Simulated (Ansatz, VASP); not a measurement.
# TiSi2 in VASP and in Ansatz

```
Ti Si
1.0
    -1.47287    1.71213    4.21208
     1.47287   -1.71213    4.21208
     1.47287    1.71213   -4.21208
Ti Si
1 2
Direct
  0.00000 0.00000 0.00000
  0.67008 0.67008 0.00000
  0.32992 0.32992 0.00000
```

Alike in both runs: task relaxation of cell and atoms; functional PBEsol; k mesh 12 × 12 × 12; occupations fermi-dirac, width 0.05 eV; no spin polarisation.

|  | VASP | Ansatz |
| --- | --- | --- |
| version | VASP 6.6.1 | Ansatz 0.2.0 |
| potentials or method | VASP PAW PBE potentials, release 64 (Ti_sv, Si), cutoff 600 eV | all-electron LAPW, scalar-relativistic |

|  | VASP | Ansatz | Ansatz less VASP |
| --- | --- | --- | --- |
| relaxed volume (Å³/atom) | 13.82 | 13.81 | -0.004 |
| relaxed length of the cell vector where the two differ most in proportion (Å) | 4.730 | 4.730 | +0.0002 |

VASP's potentials were made for PBE, not for PBEsol. Ansatz ran all-electron here, and VASP with PAW potentials.
